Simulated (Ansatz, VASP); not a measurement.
# Two plane-wave programs on CaO

```
Ca O
1.0
     4.04356    0.00000    0.00000
    -2.02178    3.50183    0.00000
     0.00000    0.00000    4.85621
Ca O
2 2
Direct
  0.33333 0.66667 0.25000
  0.66667 0.33333 0.75000
  0.66667 0.33333 0.25000
  0.33333 0.66667 0.75000
```

Alike in both runs: task single point; functional PBE; k mesh 6 × 6 × 4; no spin polarisation.

|  | VASP | Ansatz |
| --- | --- | --- |
| version | VASP 6.6.1 | Ansatz 0.2.0 |
| potentials or method | VASP PAW PBE potentials, release 64 (Ca_sv, O) | plane waves, PAW |
| plane-wave cutoff (eV) | 520 | 420 |
| occupations | gaussian, width 0.01 eV | fixed |
| valence electrons in the cell | 32 | 32 |

Ansatz gave:

* gap on the k mesh at the Fermi level (eV): 3.04
* pressure (GPa): -2.4
* traceless stress, the component that is largest in VASP (GPa): -0.18

Task: Estimate VASP's values.

Result: gap on the k mesh at the Fermi level (eV): 3.02; pressure (GPa): -2.0; traceless stress, the component that is largest in VASP (GPa): -0.17.
